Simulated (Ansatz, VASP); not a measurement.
## Two plane-wave programs on CuO2

Contents of INCAR:

```
PREC = Accurate ; ENCUT = 520
EDIFF = 1E-7 ; ISMEAR = 0
SIGMA = 0.1 ; LREAL = False
LASPH = True ; NELM = 150
ALGO = Normal ; ISIF = 2
LWAVE = False ; LCHARG = False
ISPIN = 2 ; MAGMOM = 1 0 0
LORBIT = 11 ; LMAXMIX = 4
GGA = PE ; NBANDS = 22
```

KPOINTS

```
Automatic mesh
0
Gamma
  14 14 14
```

POSCAR

```
CuO2
1.0
    0.0000000000      2.4240690854      2.4240690854
    2.4240690854      0.0000000000      2.4240690854
    2.4240690854      2.4240690854      0.0000000000
Cu O
1 2
Direct
    0.0000000000      0.0000000000      0.0000000000
    0.2500000000      0.2500000000      0.2500000000
    0.7500000000      0.7500000000      0.7500000000
```

Input for Ansatz:

```yaml
crystal:
  lattice:
    - [0.0, 2.4240690854, 2.4240690854]
    - [2.4240690854, 0.0, 2.4240690854]
    - [2.4240690854, 2.4240690854, 0.0]
  atoms:
    - { symbol: Cu, position: [0.0, 0.0, 0.0], spin: 1.0 }
    - { symbol: O, position: [0.25, 0.25, 0.25] }
    - { symbol: O, position: [0.75, 0.75, 0.75] }
basis:
  ecutwfc: 420
kpoints:
  mp_grid: { grid: [14, 14, 14] }
hamiltonian:
  xc: pbe
scf:
  occupations: { method: gaussian, width: 0.1 }
  lower_state_search: "off"
output:
  forces: true
  stress: true
  eigenvalues: true
  populations: true
magnetization:
  spin_polarized: true
```

Alike in both runs: task single point; functional PBE; k mesh 14 × 14 × 14; occupations gaussian, width 0.1 eV; collinear spin.

|  | VASP | Ansatz |
| --- | --- | --- |
| version | VASP 6.6.1 | Ansatz 0.2.0 |
| potentials or method | VASP PAW PBE potentials, release 64 (Cu, O), cutoff 520 eV | scalar-relativistic, plane waves, PAW |
| valence electrons in the cell | 23 | 31 |

VASP gave:

```
gap on the k mesh at the Fermi level (eV)                     : none
pressure (GPa)                                                : 0.5
net moment per atom (μB)                                      : 0.67
size of the moment on the site where the two differ most (μB) : 0.59
```

**Question.** What did Ansatz give for the same quantities?

**Answer.** gap on the k mesh at the Fermi level (eV): none; pressure (GPa): 0.0; net moment per atom (μB): 0.67; size of the moment on the site where the two differ most (μB): 0.64.

Site moments also hang on the region over which each program counts them. A gap of «none» marks a metal or a gap that the smearing closes. VASP's potentials hold 23 valence electrons a cell and Ansatz's 31, so a difference there can come from the potentials and not from the codes.
